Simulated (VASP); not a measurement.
# BaTiO3 (R3m) in VASP: a series of runs

Runs on BaTiO3. Level: PBE+U. Tasks: single point.

All numbers are computed with VASP 6.6.1; they aren't measurements. Logs are shortened: lines on timing, memory, paths and dates and some standing lists are left out, and cuts for length are marked.

## (1) The cell of the first run

The typed cell holds 5 atoms: a = 3.869 Å, b = 3.869 Å, c = 3.869 Å, α = 89.83°, β = 89.83°, γ = 89.83°.

## (2) Single point, PBE+U (equal strain along all axes, cell held: -4.5 %, then relaxed in part)

The input, INCAR:

```
SYSTEM = BaTiO3
PREC = Accurate
ENCUT = 520
EDIFF = 1E-7
ISMEAR = 0
SIGMA = 0.02
LREAL = .False.
LASPH = .True.
NELM = 150
ALGO = Normal
ISIF = 2
LWAVE = .False.
LCHARG = .False.
LMAXMIX = 4
LDAU = .True.
LDAUTYPE = 2
LDAUL = -1 2 -1
LDAUU = 0 4 0
LDAUJ = 0 0 0
LDAUPRINT = 1
GGA = PE
NBANDS = 28
```

The input, KPOINTS:

```
regular mesh
0
Gamma
  6 6 6
  0 0 0
```

The input, POSCAR:

```
BaTiO3
1.0
    2.7318012952      1.5772062132      2.2406313854
   -2.7318012952      1.5772062132      2.2406313854
    0.0000000000     -3.1544124264      2.2406313853
Ba Ti O
1 1 3
Direct
   -0.0056757983     -0.0056757983     -0.0056757983
    0.4943990438      0.4943990438      0.4943990438
    0.4941225835      0.9941325876      0.4941225835
    0.4941225835      0.4941225835      0.9941325876
    0.9941325876      0.4941225835      0.4941225835
```

Potentials or basis: VASP PAW PBE potentials, release 64 (Ba_sv, Ti_sv, O).

Run with:

```console
$ cat potpaw_PBE.64/Ba_sv/POTCAR potpaw_PBE.64/Ti_sv/POTCAR potpaw_PBE.64/O/POTCAR > POTCAR
$ mpirun -np 1 vasp_std > vasp.out
```

OUTCAR:

```text
SYSTEM = BaTiO3
   PREC = Accurate
   ENCUT = 520
   EDIFF = 1E-7
   ISMEAR = 0
   LREAL = .False.
   LASPH = .True.
   NELM = 150
   ISIF = 2
   GGA = PE

 ion  position               nearest neighbor table
   1  0.994  0.994  0.994-   4 2.73   4 2.73   3 2.73   5 2.73   3 2.73   5 2.73   3 2.74   5 2.74
                             4 2.74   5 2.74   3 2.74   4 2.74   2 3.35   2 3.35   2 3.35   2 3.35
   2  0.494  0.494  0.494-   4 1.93   3 1.93   5 1.93   4 1.94   3 1.94   5 1.94   1 3.35   1 3.35
                             1 3.35   1 3.35   1 3.35   1 3.35   1 3.36   1 3.36
   3  0.494  0.994  0.494-   2 1.93   2 1.94   1 2.73   1 2.73   1 2.74   1 2.74
   4  0.494  0.494  0.994-   2 1.93   2 1.94   1 2.73   1 2.73   1 2.74   1 2.74
   5  0.994  0.494  0.494-   2 1.93   2 1.94   1 2.73   1 2.73   1 2.74   1 2.74

  LATTYP: Found a trigonal (rhomboedric) cell.
 ALAT       =     3.8692049262
 COS(alpha) =     0.0030239058

  Lattice vectors:

 A1 = (   2.7318012952,   1.5772062132,   2.2406313854)
 A2 = (  -2.7318012952,   1.5772062132,   2.2406313854)
 A3 = (   0.0000000000,  -3.1544124264,   2.2406313853)

Analysis of symmetry for initial positions (statically):
=====================================================================
 Subroutine PRICEL returns:
 Original cell was already a primitive cell.

 Routine SETGRP: Setting up the symmetry group for a
 trigonal (rhombohedral) supercell.

 Subroutine GETGRP returns: Found  6 space group operations
 (whereof  6 operations were pure point group operations)
 out of a pool of 12 trial point group operations.

The static configuration has the point symmetry C_3v.

Analysis of symmetry for dynamics (positions and initial velocities):
=====================================================================
 Subroutine PRICEL returns:
 Original cell was already a primitive cell.

 Routine SETGRP: Setting up the symmetry group for a
 trigonal (rhombohedral) supercell.

 Subroutine GETGRP returns: Found  6 space group operations
 (whereof  6 operations were pure point group operations)
 out of a pool of 12 trial point group operations.

The dynamic configuration has the point symmetry C_3v.

 Subroutine INISYM returns: Found  6 space group operations
 (whereof  6 operations are pure point group operations),
 and found     1 'primitive' translations

----------------------------------------------------------------------------------------

                                     Primitive cell

  volume of cell :      57.9241

  direct lattice vectors                    reciprocal lattice vectors
     2.731801295  1.577206213  2.240631385     0.183029418  0.105672084  0.148767591
    -2.731801295  1.577206213  2.240631385    -0.183029418  0.105672084  0.148767591
     0.000000000 -3.154412426  2.240631385     0.000000000 -0.211344167  0.148767591

  length of vectors
     3.869204926  3.869204926  3.869204926     0.258453387  0.258453387  0.258453387

  position of ions in fractional coordinates (direct lattice)
     0.994324202  0.994324202  0.994324202
     0.494399044  0.494399044  0.494399044
     0.494122584  0.994132588  0.494122584
     0.494122584  0.494122584  0.994132588
     0.994132588  0.494122584  0.494122584

  ion indices of the primitive-cell ions
   primitive index   ion index
                 1           1
                 2           2
                 3           3
                 4           4
                 5           5

----------------------------------------------------------------------------------------

 KPOINTS: regular mesh

Automatic generation of k-mesh.
 Grid dimensions read from file:
 generate k-points for:    6    6    6

 Generating k-lattice:

  Cartesian coordinates                     Fractional coordinates (reciprocal lattice)
     0.030504903  0.017612014  0.024794598     0.166666667 -0.000000000 -0.000000000
    -0.030504903  0.017612014  0.024794598    -0.000000000  0.166666667 -0.000000000
     0.000000000 -0.035224028  0.024794598     0.000000000  0.000000000  0.166666667

  Length of vectors
     0.043075564  0.043075564  0.043075564

  Shift w.r.t. Gamma in fractional coordinates (k-lattice)
     0.000000000  0.000000000  0.000000000

 Subroutine IBZKPT returns following result:
 ===========================================

 Found     32 irreducible k-points:

 Following reciprocal coordinates:
            Coordinates               Weight
  0.000000  0.000000  0.000000      1.000000
  0.166667  0.000000 -0.000000      6.000000
  0.333333  0.000000 -0.000000      6.000000
  0.500000  0.000000 -0.000000      3.000000
  0.166667  0.166667 -0.000000      6.000000
  0.333333  0.166667  0.000000     12.000000
[... 16 lines left out ...]
  0.500000  0.500000  0.166667      6.000000
 -0.333333  0.500000  0.166667     12.000000
 [... further k-points ...]
   k-points           NKPTS =     32   k-points in BZ     NKDIM =     32   number of bands    NBANDS=     28
   number of dos      NEDOS =    301   number of ions     NIONS =      5
   total plane-waves  NPLWV =  27000
   dimension x,y,z NGX =    30 NGY =   30 NGZ =   30
   dimension x,y,z NGXF=    60 NGYF=   60 NGZF=   60
   ions per type =               1   1   3
   NGX,Y,Z   is equivalent  to a cutoff of  12.89, 12.89, 12.89 a.u.
   NGXF,Y,Z  is equivalent  to a cutoff of  25.78, 25.78, 25.78 a.u.
 SYSTEM =  BaTiO3
   PREC   = accura    normal or accurate (medium, high low for compatibility)
   ISTART =      0    job   : 0-new  1-cont  2-samecut
   ICHARG =      2    charge: 1-file 2-atom 10-const
   ISPIN  =      1    spin polarized calculation?
   LNONCOLLINEAR =      F non collinear calculations
   LSORBIT =      F    spin-orbit coupling
   LASPH  =      T    aspherical Exc in radial PAW
   ENCUT  =  520.0 eV  38.22 Ry    6.18 a.u.   7.19  7.19  7.19*2*pi/ulx,y,z
   NELM   =    150;   NELMIN=  2; NELMDL= -5     # of ELM steps
   EDIFF  = 0.1E-06   stopping-criterion for ELM
   LREAL  =      F    real-space projection
   EDIFFG = 0.1E-05   stopping-criterion for IOM
   NSW    =      0    number of steps for IOM
   IBRION =     -1    ionic relax: 0-MD 1-quasi-New 2-CG
   NFREE  =      0    steps in history (QN), initial steepest desc. (CG)
   ISIF   =      2    stress and relaxation
   ISYM   =      2    0-nonsym 1-usesym 2-fastsym
   POTIM  = 0.5000    time-step for ionic-motion
   TEBEG  =    0.0;   TEEND  =   0.0 temperature during run
   PSTRESS=    0.0 pullay stress
   NELECT =      40.0000    total number of electrons
   NUPDOWN=      -1.0000    fix difference up-down
   EMIN   =  10.00;   EMAX   =-10.00  energy-range for DOS
   EFERMI =   0.00;   METHOD = LEGACY
   ISMEAR =     0;   SIGMA  =   0.02  broadening in eV -4-tet -1-fermi 0-gaus
   EFERMI_NEDOS =   21; number of points for ismear=-14 and -15
   IALGO  =     38    algorithm
   IMIX   =      4    mixing-type and parameters
     AMIX     =   0.40;   BMIX     =  1.00
     AMIX_MAG =   1.60;   BMIX_MAG =  1.00
  volume/ion in A,a.u.               =      11.58        78.18
  Fermi-wavevector in a.u.,A,eV,Ry     =   1.447022  2.734475 28.488860  2.093872
  Thomas-Fermi vector in A             =   2.565024
   LORBIT       =      0    0 simple, 1 ext, 2 COOP (PROOUT), +10 PAW based schemes
 LDA+U is selected, type is set to LDAUTYPE =  2
   angular momentum for each species LDAUL =    -1    2   -1
   U (eV)           for each species LDAUU =   0.0  4.0  0.0
   J (eV)           for each species LDAUJ =   0.0  0.0  0.0
   GGA     = PE    functional components
   LHFCALC =     F    Hartree Fock is set to
   AEXX    =    0.0000 exact exchange contribution
   IVDW    =     0    specifies the selected vdW correction
   LEPSILON=     F    determine dielectric tensor
   LRPA    =     F    only Hartree local field effects (RPA)
 non-spin polarized calculation
 Gauss-broadening in eV      SIGMA  =   0.02
  energy-cutoff  :      520.00
  volume of cell :       57.92
 maximum number of plane-waves:      1596
 NGX is ok and might be reduce to    30
   NGX = 15   NGY = 15   NGZ = 15

atom =   2  type =  2  l = 2

 onsite density matrix

spin component  1

  0.1597 -0.0000 -0.0000  0.0713 -0.0000
 -0.0000  0.2108  0.0000  0.0000  0.0713
 -0.0000  0.0000  0.1094 -0.0000  0.0000
  0.0713  0.0000 -0.0000  0.2108  0.0000
 -0.0000  0.0713  0.0000  0.0000  0.1597

spin component  2

  0.1597 -0.0000 -0.0000  0.0713 -0.0000
 -0.0000  0.2108  0.0000  0.0000  0.0713
 -0.0000  0.0000  0.1094 -0.0000  0.0000
  0.0713  0.0000 -0.0000  0.2108  0.0000
 -0.0000  0.0713  0.0000  0.0000  0.1597

 occupancies and eigenvectors

  o =  0.1094  v =  0.0000 -0.0000 -1.0000  0.0000  0.0000  0.0000  0.0000  0.0000  0.0000  0.0000      0.0000  0.0000  0.0000  0.0000  0.0000  0.0000  0.0000  0.0000  0.0000  0.0000
  o =  0.1094  v =  0.0000  0.0000  0.0000  0.0000  0.0000  0.0000 -0.0000 -1.0000  0.0000  0.0000      0.0000  0.0000  0.0000  0.0000  0.0000  0.0000  0.0000  0.0000  0.0000  0.0000
  o =  0.1095  v =  0.0000  0.0000  0.0000  0.0000  0.0000 -0.8177  0.0000 -0.0000  0.5757 -0.0000      0.0000  0.0000  0.0000  0.0000  0.0000  0.0000  0.0000  0.0000  0.0000  0.0000
  o =  0.1095  v = -0.8177  0.0000 -0.0000  0.5757 -0.0000  0.0000  0.0000  0.0000  0.0000  0.0000      0.0000  0.0000  0.0000  0.0000  0.0000  0.0000  0.0000  0.0000  0.0000  0.0000
  o =  0.1095  v =  0.0000 -0.5757  0.0000  0.0000  0.8177  0.0000  0.0000  0.0000  0.0000  0.0000      0.0000  0.0000  0.0000  0.0000  0.0000  0.0000  0.0000  0.0000  0.0000  0.0000
  o =  0.1095  v =  0.0000  0.0000  0.0000  0.0000  0.0000  0.0000 -0.5757  0.0000  0.0000  0.8177      0.0000  0.0000  0.0000  0.0000  0.0000  0.0000  0.0000  0.0000  0.0000  0.0000
  o =  0.2610  v =  0.0000  0.8177  0.0000  0.0000  0.5757  0.0000  0.0000  0.0000  0.0000  0.0000      0.0000  0.0000  0.0000  0.0000  0.0000  0.0000  0.0000  0.0000  0.0000  0.0000
  o =  0.2610  v =  0.0000  0.0000  0.0000  0.0000  0.0000  0.0000  0.8177  0.0000  0.0000  0.5757      0.0000  0.0000  0.0000  0.0000  0.0000  0.0000  0.0000  0.0000  0.0000  0.0000
  o =  0.2610  v =  0.5757  0.0000 -0.0000  0.8177 -0.0000  0.0000  0.0000  0.0000  0.0000  0.0000      0.0000  0.0000  0.0000  0.0000  0.0000  0.0000  0.0000  0.0000  0.0000  0.0000
  o =  0.2610  v =  0.0000  0.0000  0.0000  0.0000  0.0000  0.5757  0.0000 -0.0000  0.8177 -0.0000      0.0000  0.0000  0.0000  0.0000  0.0000  0.0000  0.0000  0.0000  0.0000  0.0000

 number of electron      39.9999978 magnetization

 Free energy of the ion-electron system (eV)
  ---------------------------------------------------
  ext. energy  EPLUGINS =         0.00000000
  ---------------------------------------------------
  free energy    TOTEN  =       -36.58690409 eV

  energy without entropy =      -36.58690409  energy(sigma->0) =      -36.58690409

 E-fermi :   5.0011     XC(G=0): -11.8100

 val. band max:        4.7973494451   @ k =   0.5000   0.5000   0.5000
 cond. band min:       7.2329343128   @ k =   0.0000   0.0000   0.0000
 fundamental gap:      2.4355848677
 Fermi energy:         5.0011406461

 k-point     1 :       0.0000    0.0000    0.0000
  band No.  band energies     occupation
      1     -52.4213      2.00000
      2     -28.6486      2.00000
      3     -28.6486      2.00000
      4     -28.6445      2.00000
      5     -19.8374      2.00000
      6     -12.3697      2.00000
[... 20 lines left out ...]
     27       9.9492      0.00000
     28      13.3032      0.00000

 k-point     2 :       0.1667    0.0000   -0.0000
  band No.  band energies     occupation
      1     -52.4209      2.00000
      2     -28.6666      2.00000
      3     -28.6478      2.00000
      4     -28.6449      2.00000
      5     -19.7869      2.00000
      6     -12.4341      2.00000
[... 20 lines left out ...]
     27      10.5727      0.00000
     28      13.7984      0.00000

 k-point     3 :       0.3333    0.0000   -0.0000
  band No.  band energies     occupation
      1     -52.4200      2.00000
      2     -28.7045      2.00000
      3     -28.6462      2.00000
      4     -28.6434      2.00000
      5     -19.6821      2.00000
      6     -12.6782      2.00000
[... 616 lines left out ...]
      3     -28.7156      2.00000
      4     -28.6593      2.00000
      5     -19.4785      2.00000
      6     -11.9168      2.00000
[... 20 lines left out ...]
     27      13.9318      0.00000
     28      14.3228      0.00000

 k-point    24 :      -0.3333    0.5000    0.1667
  band No.  band energies     occupation
      1     -52.4179      2.00000
      2     -28.7181      2.00000
      3     -28.6985      2.00000
      4     -28.6601      2.00000
      5     -19.5088      2.00000
      6     -12.1461      2.00000
[... 20 lines left out ...]
     27      13.5312      0.00000
     28      14.0322      0.00000

 [... further k-points ...]
[... 5 lines left out ...]
  --------------------------------------------------------------------------------------
  -------------------------------------------------------------------------------------
  Total       11.3800256     11.3800256     10.8786581      0.0000000      0.0000000      0.0000000
  in kB      314.7708965    314.7708965    300.9030976      0.0000000      0.0000000      0.0000000
  external PRESSURE =     310.1482969 kB  Pullay stress =       0.0000000 kB

 VOLUME and BASIS-vectors are now :
 -----------------------------------------------------------------------------
  energy-cutoff  :      520.00
  volume of cell :       57.92
      direct lattice vectors                 reciprocal lattice vectors
     2.731801295  1.577206213  2.240631385     0.183029418  0.105672084  0.148767591
    -2.731801295  1.577206213  2.240631385    -0.183029418  0.105672084  0.148767591
     0.000000000 -3.154412426  2.240631385     0.000000000 -0.211344167  0.148767591

 POSITION                                       TOTAL-FORCE (eV/Angst)
 -----------------------------------------------------------------------------------
      0.00000      0.00000      6.68374         0.000000      0.000000     -0.005376
      0.00000      0.00000      3.32330         0.000000      0.000000     -0.014116
     -1.36593      0.78862      4.44178        -0.004432      0.002559      0.006497
      0.00000     -1.57724      4.44178         0.000000     -0.005117      0.006497
      1.36593      0.78862      4.44178         0.004432      0.002559      0.006497
 -----------------------------------------------------------------------------------
    total drift:                                0.000000      0.000004      0.001966

  FREE ENERGIE OF THE ION-ELECTRON SYSTEM (eV)
  ---------------------------------------------------
  free  energy   TOTEN  =       -36.5869040928 eV

  energy  without entropy=      -36.5869040928  energy(sigma->0) =      -36.58690409
```

Run time: 27 s. Hardware: 1 thread of Intel Xeon 6975P-C (Granite Rapids), shared host; peak memory 0.19 GiB.

Results:

```
Free energy            : -36.5869 eV
Pressure               : 31.0 GPa
Largest force          : 0.014 eV/Å
Band gap on the k mesh : 2.44 eV, indirect (least direct gap 2.50 eV)
```

Forces in eV/Å, atoms in the order of the input:
```
Ba   0.000  0.000 -0.005
Ti   0.000  0.000 -0.014
O   -0.004  0.003  0.006
O    0.000 -0.005  0.006
O    0.004  0.003  0.006
```

Eigenvalues of the final occupation matrices:
```csv
site,spin,trace,eigenvalues
site 2 d,1,0.85,0.11 0.11 0.11 0.26 0.26
site 2 d,2,0.85,0.11 0.11 0.11 0.26 0.26
```

Caveat: the cell differs from its parent crystal (equal strain along all axes, cell held: -4.5 %, then relaxed in part); spin-orbit coupling is left out, which moves the levels of the heavy elements.

## (3) Single point, PBE+U

The input, INCAR:

```
PREC = Accurate
ENCUT = 520
EDIFF = 1E-7
ISMEAR = 0
SIGMA = 0.02
LREAL = False
LASPH = True
NELM = 150
ALGO = Normal
ISIF = 2
LWAVE = False
LCHARG = True
LMAXMIX = 4
LDAU = True
LDAUTYPE = 2
LDAUL = -1 2 -1
LDAUU = 0 4 0
LDAUJ = 0 0 0
LDAUPRINT = 1
GGA = PE
LELF = True
LVHAR = True
NBANDS = 28
```

The input, KPOINTS:

```
regular mesh
0
Gamma
  6 6 6
```

POSCAR is that of step 2.

Potentials or basis: VASP PAW PBE potentials, release 64 (Ba_sv, Ti_sv, O).

Run with:

```console
$ cat potpaw_PBE.64/Ba_sv/POTCAR potpaw_PBE.64/Ti_sv/POTCAR potpaw_PBE.64/O/POTCAR > POTCAR
$ mpirun -np 1 vasp_std > vasp.out
```

Wall time 28 s (1 thread of Intel Xeon 6975P-C (Granite Rapids), shared host); peak memory 0.2 GiB.

The run converged. Its results:

* Free energy: -36.5869 eV
* Pressure: 31.0 GPa
* Largest force: 0.014 eV/Å
* Band gap on the k mesh: 2.44 eV, indirect (least direct gap 2.50 eV)

Forces in eV/Å, atoms in the order of the input:
```
Ba   0.000  0.000 -0.005
Ti   0.000  0.000 -0.014
O   -0.004  0.003  0.006
O    0.000 -0.005  0.006
O    0.004  0.003  0.006
```

Stress tensor (GPa, compression positive):
```
31.48  0.00  0.00
 0.00 31.48  0.00
 0.00  0.00 30.09
```

Levels at points of the mesh, in eV from the valence-band top:
| k point | band 18 | band 19 | band 20 | band 21 | band 22 | band 23 |
| --- | --- | --- | --- | --- | --- | --- |
| (0.00, 0.00, 0.00) | -0.10 | -0.07 | -0.07 | 2.44 | 2.44 | 2.46 |
| (0.50, 0.00, 0.00) | -1.83 | -0.79 | -0.76 | 2.69 | 4.48 | 4.49 |
| (0.50, 0.50, 0.00) | -0.81 | -0.80 | -0.11 | 4.51 | 4.51 | 4.97 |
| (0.50, 0.50, 0.50) | -0.01 | 0.00 | 0.00 | 5.30 | 5.30 | 5.31 |

Eigenvalues of the final occupation matrices:
```tsv
site	spin	trace	eigenvalues
site 2 d	1	0.85	0.11 0.11 0.11 0.26 0.26
site 2 d	2	0.85	0.11 0.11 0.11 0.26 0.26
```

Caveat: spin-orbit coupling is left out, which moves the levels of the heavy elements. A k mesh can miss the band edges.
